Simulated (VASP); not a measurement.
# CdSe (Fm-3m) in VASP: further runs

CdSe is run at these levels: LDA; tasks: single point.

All numbers are computed with VASP 6.6.1; they aren't measurements. Logs are shortened: lines on timing, memory, paths and dates and some standing lists are left out, and cuts for length are marked.

## 1. The cell of the first run

It takes space group Fm-3m (No. 225, cubic). Conventional cell: a = 5.590 Å, b = 5.590 Å, c = 5.590 Å, α = 90.00°, β = 90.00°, γ = 90.00°. Within 3.7 Å of Cd (site symmetry m-3m) lie 6 Se at 2.80 Å. Se (site symmetry m-3m) has 6 Cd at 2.80 Å within 3.7 Å.

## 2. Single point, LDA

Contents of INCAR:

```
ALGO = Normal
EDIFF = 1E-6
ENCUT = 500
GGA = CA
GGA_COMPAT = False
ISIF = 2
ISMEAR = -1
LASPH = True
LCHARG = False
LREAL = False
LWAVE = False
NBANDS = 16
NELM = 120
PREC = Accurate
SIGMA = 0.1
```

Contents of KPOINTS:

```
k-points
0
Gamma
  6 6 6
```

Contents of POSCAR:

```
CdSe
1.0
    0.0000000000      2.7951813830      2.7951813830
    2.7951813830      0.0000000000      2.7951813830
    2.7951813830      2.7951813830      0.0000000000
Cd Se
1 1
Direct
    0.0000000000      0.0000000000      0.0000000000
    0.5000000000      0.5000000000      0.5000000000
```

Potentials or basis: VASP PAW LDA potentials, release 64 (Cd, Se).

On the command line:

```
$ cat potpaw_LDA.64/Cd/POTCAR potpaw_LDA.64/Se/POTCAR > POTCAR
$ mpirun -np 1 vasp_std > vasp.out
```

OUTCAR:

```text
EDIFF = 1E-6
   ENCUT = 500
   GGA = CA
   ISIF = 2
   ISMEAR = -1
   LASPH = True
   LREAL = False
   NELM = 120
   PREC = Accurate

 ion  position               nearest neighbor table
   1  0.000  0.000  0.000-   2 2.80   2 2.80   2 2.80   2 2.80   2 2.80   2 2.80
   2  0.500  0.500  0.500-   1 2.80   1 2.80   1 2.80   1 2.80   1 2.80   1 2.80

  LATTYP: Found a face centered cubic cell.
 ALAT       =     5.5903627660

  Lattice vectors:

 A1 = (   0.0000000000,   2.7951813830,   2.7951813830)
 A2 = (   2.7951813830,   0.0000000000,   2.7951813830)
 A3 = (   2.7951813830,   2.7951813830,   0.0000000000)

Analysis of symmetry for initial positions (statically):
=====================================================================
 Subroutine PRICEL returns:
 Original cell was already a primitive cell.

 Routine SETGRP: Setting up the symmetry group for a
 face centered cubic supercell.

 Subroutine GETGRP returns: Found 48 space group operations
 (whereof 48 operations were pure point group operations)
 out of a pool of 48 trial point group operations.

The static configuration has the point symmetry O_h .

Analysis of symmetry for dynamics (positions and initial velocities):
=====================================================================
 Subroutine PRICEL returns:
 Original cell was already a primitive cell.

 Routine SETGRP: Setting up the symmetry group for a
 face centered cubic supercell.

 Subroutine GETGRP returns: Found 48 space group operations
 (whereof 48 operations were pure point group operations)
 out of a pool of 48 trial point group operations.

The dynamic configuration has the point symmetry O_h .

 Subroutine INISYM returns: Found 48 space group operations
 (whereof 48 operations are pure point group operations),
 and found     1 'primitive' translations

----------------------------------------------------------------------------------------

                                     Primitive cell

  volume of cell :      43.6777

  direct lattice vectors                    reciprocal lattice vectors
     0.000000000  2.795181383  2.795181383    -0.178879268  0.178879268  0.178879268
     2.795181383  0.000000000  2.795181383     0.178879268 -0.178879268  0.178879268
     2.795181383  2.795181383  0.000000000     0.178879268  0.178879268 -0.178879268

  length of vectors
     3.952983421  3.952983421  3.952983421     0.309827981  0.309827981  0.309827981

  position of ions in fractional coordinates (direct lattice)
     0.000000000  0.000000000  0.000000000
     0.500000000  0.500000000  0.500000000

  ion indices of the primitive-cell ions
   primitive index   ion index
                 1           1
                 2           2

----------------------------------------------------------------------------------------

 KPOINTS: k-points

Automatic generation of k-mesh.
 Grid dimensions read from file:
 generate k-points for:    6    6    6

 Generating k-lattice:

  Cartesian coordinates                     Fractional coordinates (reciprocal lattice)
    -0.029813211  0.029813211  0.029813211     0.166666667  0.000000000  0.000000000
     0.029813211 -0.029813211  0.029813211     0.000000000  0.166666667  0.000000000
     0.029813211  0.029813211 -0.029813211     0.000000000  0.000000000  0.166666667

  Length of vectors
     0.051637997  0.051637997  0.051637997

  Shift w.r.t. Gamma in fractional coordinates (k-lattice)
     0.000000000  0.000000000  0.000000000

 Subroutine IBZKPT returns following result:
 ===========================================

 Found     16 irreducible k-points:

 Following reciprocal coordinates:
            Coordinates               Weight
  0.000000  0.000000  0.000000      1.000000
  0.166667  0.000000  0.000000      8.000000
  0.333333  0.000000  0.000000      8.000000
  0.500000  0.000000  0.000000      4.000000
  0.166667  0.166667  0.000000      6.000000
  0.333333  0.166667  0.000000     24.000000
[... 8 lines left out ...]
 -0.333333  0.333333  0.166667     24.000000
 -0.333333  0.500000  0.166667     12.000000
   k-points           NKPTS =     16   k-points in BZ     NKDIM =     16   number of bands    NBANDS=     16
   number of dos      NEDOS =    301   number of ions     NIONS =      2
   total plane-waves  NPLWV =  27000
   dimension x,y,z NGX =    30 NGY =   30 NGZ =   30
   dimension x,y,z NGXF=    60 NGYF=   60 NGZF=   60
   ions per type =               1   1
   NGX,Y,Z   is equivalent  to a cutoff of  12.62, 12.62, 12.62 a.u.
   NGXF,Y,Z  is equivalent  to a cutoff of  25.23, 25.23, 25.23 a.u.
 SYSTEM =  unknown system
   PREC   = accura    normal or accurate (medium, high low for compatibility)
   ISTART =      0    job   : 0-new  1-cont  2-samecut
   ICHARG =      2    charge: 1-file 2-atom 10-const
   ISPIN  =      1    spin polarized calculation?
   LNONCOLLINEAR =      F non collinear calculations
   LSORBIT =      F    spin-orbit coupling
   LASPH  =      T    aspherical Exc in radial PAW
   ENCUT  =  500.0 eV  36.75 Ry    6.06 a.u.   7.21  7.21  7.21*2*pi/ulx,y,z
   NELM   =    120;   NELMIN=  2; NELMDL= -5     # of ELM steps
   EDIFF  = 0.1E-05   stopping-criterion for ELM
   LREAL  =      F    real-space projection
   EDIFFG = 0.1E-04   stopping-criterion for IOM
   NSW    =      0    number of steps for IOM
   IBRION =     -1    ionic relax: 0-MD 1-quasi-New 2-CG
   NFREE  =      0    steps in history (QN), initial steepest desc. (CG)
   ISIF   =      2    stress and relaxation
   ISYM   =      2    0-nonsym 1-usesym 2-fastsym
   POTIM  = 0.5000    time-step for ionic-motion
   TEBEG  =    0.0;   TEEND  =   0.0 temperature during run
   PSTRESS=    0.0 pullay stress
   NELECT =      18.0000    total number of electrons
   NUPDOWN=      -1.0000    fix difference up-down
   EMIN   =  10.00;   EMAX   =-10.00  energy-range for DOS
   EFERMI =   0.00;   METHOD = LEGACY
   ISMEAR =    -1;   SIGMA  =   0.10  broadening in eV -4-tet -1-fermi 0-gaus
   EFERMI_NEDOS =   21; number of points for ismear=-14 and -15
   IALGO  =     38    algorithm
   IMIX   =      4    mixing-type and parameters
     AMIX     =   0.40;   BMIX     =  1.00
     AMIX_MAG =   1.60;   BMIX_MAG =  1.00
  volume/ion in A,a.u.               =      21.84       147.38
  Fermi-wavevector in a.u.,A,eV,Ry     =   1.218276  2.302208 20.193717  1.484196
  Thomas-Fermi vector in A             =   2.353568
   LORBIT       =      0    0 simple, 1 ext, 2 COOP (PROOUT), +10 PAW based schemes
   GGA     = CA    functional components
   LHFCALC =     F    Hartree Fock is set to
   AEXX    =    0.0000 exact exchange contribution
   IVDW    =     0    specifies the selected vdW correction
   LEPSILON=     F    determine dielectric tensor
   LRPA    =     F    only Hartree local field effects (RPA)
 non-spin polarized calculation
  energy-cutoff  :      500.00
  volume of cell :       43.68
 maximum number of plane-waves:      1125
 NGX is ok and might be reduce to    30
   NGX = 15   NGY = 15   NGZ = 15

 number of electron      17.9999998 magnetization

 Free energy of the ion-electron system (eV)
  ---------------------------------------------------
  ext. energy  EPLUGINS =         0.00000000
  ---------------------------------------------------
  free energy    TOTEN  =        -6.60313801 eV

  energy without entropy =       -6.59077776  energy(sigma->0) =       -6.59695789

 E-fermi :   3.1323     XC(G=0): -10.7193

 val. band max:        2.9408629096   @ k =   0.5000   0.0000   0.0000
 cond. band min:       3.1639912081   @ k =   0.0000   0.0000   0.0000
 fundamental gap:      0.2231282985
 Fermi energy:         3.1323486415

 k-point     1 :       0.0000    0.0000    0.0000
  band No.  band energies     occupation
      1     -10.5056      2.00000
      2      -5.1460      2.00000
      3      -5.1460      2.00000
      4      -5.1247      2.00000
      5      -5.1247      2.00000
      6      -5.1247      2.00000
[... 8 lines left out ...]
     15      12.9447      0.00000
     16      12.9557      0.00000

 k-point     2 :       0.1667    0.0000    0.0000
  band No.  band energies     occupation
      1     -10.2759      2.00000
      2      -5.2189      2.00000
      3      -5.2189      2.00000
      4      -5.1508      2.00000
      5      -5.0827      2.00000
      6      -5.0827      2.00000
[... 8 lines left out ...]
     15      12.6467      0.00000
     16      12.6467      0.00000

 k-point     3 :       0.3333    0.0000    0.0000
  band No.  band energies     occupation
      1      -9.7292      2.00000
      2      -5.3630      2.00000
      3      -5.3630      2.00000
      4      -5.2564      2.00000
      5      -4.9919      2.00000
      6      -4.9919      2.00000
[... 8 lines left out ...]
     15      14.2427      0.00000
     16      14.2427      0.00000

 k-point     4 :       0.5000    0.0000    0.0000
  band No.  band energies     occupation
      1      -9.3875      2.00000
      2      -5.4322      2.00000
      3      -5.4322      2.00000
      4      -5.3699      2.00000
      5      -4.9455      2.00000
      6      -4.9455      2.00000
[... 8 lines left out ...]
     15      16.0527      0.00000
     16      16.0527      0.00000
[... 172 lines left out ...]
 k-point    14 :       0.5000    0.3333    0.1667
  band No.  band energies     occupation
      1      -9.5591      2.00000
      2      -5.2700      2.00000
      3      -5.1877      2.00000
      4      -5.1869      2.00000
      5      -4.9563      2.00000
      6      -4.8523      2.00000
[... 8 lines left out ...]
     15      16.5493      0.00000
     16      17.1468      0.00000

 k-point    15 :      -0.3333    0.3333    0.1667
  band No.  band energies     occupation
      1      -9.4196      2.00000
      2      -5.3237      2.00000
      3      -5.1611      2.00000
      4      -5.1338      2.00000
      5      -4.9142      2.00000
      6      -4.6940      2.00000
[... 8 lines left out ...]
     15      14.9510      0.00000
     16      17.6739      0.00000

 k-point    16 :      -0.3333    0.5000    0.1667
  band No.  band energies     occupation
      1      -9.4672      2.00000
      2      -5.2141      2.00000
      3      -5.2049      2.00000
      4      -5.0200      2.00000
      5      -4.8800      2.00000
      6      -4.4034      2.00000
[... 8 lines left out ...]
     15      16.3165      0.00000
     16      18.1966      0.00000

------------------------ aborting loop because EDIFF is reached ----------------------------------------

  FORCE on cell =-STRESS in cart. coord.  units (eV):
  Direction    XX          YY          ZZ          XY          YZ          ZX
  --------------------------------------------------------------------------------------
  -------------------------------------------------------------------------------------
  Total       -0.0858972     -0.0858972     -0.0858972     -0.0000000     -0.0000000      0.0000000
  in kB       -3.1508639     -3.1508639     -3.1508639     -0.0000000     -0.0000000      0.0000000
  external PRESSURE =      -3.1508639 kB  Pullay stress =       0.0000000 kB

 VOLUME and BASIS-vectors are now :
 -----------------------------------------------------------------------------
  energy-cutoff  :      500.00
  volume of cell :       43.68
      direct lattice vectors                 reciprocal lattice vectors
     0.000000000  2.795181383  2.795181383    -0.178879268  0.178879268  0.178879268
     2.795181383  0.000000000  2.795181383     0.178879268 -0.178879268  0.178879268
     2.795181383  2.795181383  0.000000000     0.178879268  0.178879268 -0.178879268

 POSITION                                       TOTAL-FORCE (eV/Angst)
 -----------------------------------------------------------------------------------
      0.00000      0.00000      0.00000        -0.000000     -0.000000      0.000000
      2.79518      2.79518      2.79518         0.000000      0.000000     -0.000000
 -----------------------------------------------------------------------------------
    total drift:                               -0.000000      0.000000      0.000000

  FREE ENERGIE OF THE ION-ELECTRON SYSTEM (eV)
  ---------------------------------------------------
  free  energy   TOTEN  =        -6.6031380074 eV

  energy  without entropy=       -6.5907777641  energy(sigma->0) =       -6.59695789
```

It took 20 s on 1 thread of Intel Xeon 8259CL, shared host; peak memory 0.15 GiB.

Results:

* Free energy: -6.6031 eV
* Pressure: -0.3 GPa
* Band gap on the k mesh: zero (band 9 reaches 2.94 eV, above the bottom of band 10 at 2.29 eV)

## 3. Single point, LDA

This run uses another cell than the first one, of 22.47 Å³/atom, 1.029 times its volume.

Contents of INCAR:

```
PREC = Accurate
ENCUT = 500
EDIFF = 1E-6
ISMEAR = -1
SIGMA = 0.1
LREAL = F
LASPH = T
NELM = 120
ALGO = Normal
ISIF = 2
LWAVE = F
LCHARG = F
NBANDS = 16
GGA_COMPAT = F
```

Contents of KPOINTS:

```
Automatic mesh
0
Gamma
  6 6 6
```

Contents of POSCAR:

```
CdSe
1.0
    0.0000000000      2.8219311556      2.8219311556
    2.8219311556      0.0000000000      2.8219311556
    2.8219311556      2.8219311556      0.0000000000
Cd Se
1 1
Direct
    0.0000000000      0.0000000000      0.0000000000
    0.5000000000      0.5000000000      0.5000000000
```

Potentials or basis: VASP PAW LDA potentials, release 64 (Cd, Se).

On the command line:

```
$ cat potpaw_LDA.64/Cd/POTCAR potpaw_LDA.64/Se/POTCAR > POTCAR
$ mpirun -np 1 vasp_std > vasp.out
```

Wall time 20 s (1 thread of Intel Xeon 8259CL, shared host); peak memory 0.15 GiB.

It converged, with:

| Item | Value |
| --- | --- |
| Free energy | -6.5926 eV |
| Pressure | -2.3 GPa |
| Band gap on the k mesh | zero (band 9 reaches 2.65 eV, above the bottom of band 10 at 2.02 eV) |

Levels at points of the mesh, in eV from the Fermi level:
| k point | band 7 | band 8 | band 9 | band 10 | band 11 | band 12 |
| --- | --- | --- | --- | --- | --- | --- |
| (0.00, 0.00, 0.00) | -0.87 | -0.87 | -0.87 | -0.08 | 8.51 | 8.51 |
| (0.50, 0.00, 0.00) | -5.44 | -0.19 | -0.19 | 2.68 | 4.96 | 4.96 |
| (0.50, 0.50, 0.00) | -4.64 | -2.44 | -2.44 | -0.82 | 5.18 | 9.77 |

## 4. Single point, LDA

This run uses another cell than the first one, of 23.10 Å³/atom, 1.058 times its volume.

Contents of INCAR:

```
SYSTEM = CdSe
ALGO = Normal
EDIFF = 1E-6
ENCUT = 500
GGA = CA
GGA_COMPAT = .FALSE.
ISIF = 2
ISMEAR = -1
LASPH = .TRUE.
LCHARG = .FALSE.
LREAL = .FALSE.
LWAVE = .FALSE.
NBANDS = 16
NELM = 120
PREC = Accurate
SIGMA = 0.1
```

Contents of KPOINTS:

```
k-points
0
G
  6 6 6
  0 0 0
```

Contents of POSCAR:

```
CdSe
1.0
    0.0000000000      2.8481831854      2.8481831854
    2.8481831854      0.0000000000      2.8481831854
    2.8481831854      2.8481831854      0.0000000000
Cd Se
1 1
Direct
    0.0000000000      0.0000000000      0.0000000000
    0.5000000000      0.5000000000      0.5000000000
```

On the command line:

```
$ cat potpaw_LDA.64/Cd/POTCAR potpaw_LDA.64/Se/POTCAR > POTCAR
$ mpirun -np 1 vasp_std > vasp.out
```

Run time: 19 s. Hardware: 1 thread of Intel Xeon 8259CL, shared host; peak memory 0.15 GiB.

The run converged. Its results:

```yaml
Free_energy: -6.5673 eV
Pressure: -4.0 GPa
Band_gap_on_the_k_mesh: zero (band 9 reaches 2.38 eV, above the bottom of band 10 at 1.77 eV)
```

Levels at points of the mesh, in eV from the Fermi level:
```
           k point  band 6  band 7  band 8  band 9  band 10  band 11  band 12  band 13
(0.00, 0.00, 0.00)   -8.10   -0.82   -0.82   -0.82    -0.19     8.49     8.49     8.49
(0.50, 0.00, 0.00)   -7.95   -5.29   -0.19   -0.19     2.70     4.97     4.97     5.80
(0.50, 0.50, 0.00)   -7.38   -4.45   -2.33   -2.33    -0.81     5.22     9.57    10.13
```

## 5. Single point, LDA

This run uses another cell than the first one, of 23.74 Å³/atom, 1.087 times its volume.

Contents of INCAR:

```
  PREC = Accurate
  ENCUT = 500
  EDIFF = 1E-6
  ISMEAR = -1
  SIGMA = 0.1
  LREAL = False
  LASPH = True
  NELM = 120
  ALGO = Normal
  ISIF = 2
  LWAVE = False
  LCHARG = False
  NBANDS = 16
  GGA_COMPAT = False
```

Contents of KPOINTS:

```
Automatic mesh
0
Gamma
  6 6 6
```

Contents of POSCAR:

```
CdSe
1.0
    0.0000000000      2.8739600000      2.8739600000
    2.8739600000      0.0000000000      2.8739600000
    2.8739600000      2.8739600000      0.0000000000
Cd Se
1 1
Direct
    0.0000000000      0.0000000000      0.0000000000
    0.5000000000      0.5000000000      0.5000000000
```

On the command line:

```
$ cat potpaw_LDA.64/Cd/POTCAR potpaw_LDA.64/Se/POTCAR > POTCAR
$ mpirun -np 1 vasp_std > vasp.out
```

It took 20 s on 1 thread of Intel Xeon 8259CL, shared host; peak memory 0.15 GiB.

Results (log left out):

- Free energy: -6.5295 eV
- Pressure: -5.5 GPa
- Band gap on the k mesh: zero (band 9 reaches 2.13 eV, above the bottom of band 10 at 1.52 eV)

Levels at points of the mesh, in eV from the Fermi level:
| k point | band 5 | band 6 | band 7 | band 8 | band 9 | band 10 | band 11 | band 12 | band 13 | band 14 |
| --- | --- | --- | --- | --- | --- | --- | --- | --- | --- | --- |
| (0.00, 0.00, 0.00) | -8.05 | -8.05 | -0.77 | -0.77 | -0.77 | -0.29 | 8.47 | 8.47 | 8.47 | 9.39 |
| (0.50, 0.00, 0.00) | -7.91 | -7.91 | -5.16 | -0.20 | -0.20 | 2.71 | 4.98 | 4.98 | 5.59 | 10.93 |
| (0.50, 0.50, 0.00) | -7.85 | -7.39 | -4.28 | -2.23 | -2.23 | -0.80 | 5.26 | 9.37 | 9.94 | 9.94 |

## 6. Summary

```csv
cell,gap on the mesh (eV),pressure (GPa)
"a = 3.953 Å, angles 60.0°, 2 atoms",none,-0.3
"a = 3.991 Å, angles 60.0°, 2 atoms",none,-2.3
"a = 4.028 Å, angles 60.0°, 2 atoms",none,-4.0
"a = 4.064 Å, angles 60.0°, 2 atoms",none,-5.5
```

Alike in all rows: task single point; level LDA; potentials or basis VASP PAW LDA potentials, release 64 (Cd, Se); no spin polarisation; k mesh 6 × 6 × 6; cutoff (eV) 500; smearing fermi-dirac 0.1 eV.

Absolute energies hang on the potentials; compare differences alone.
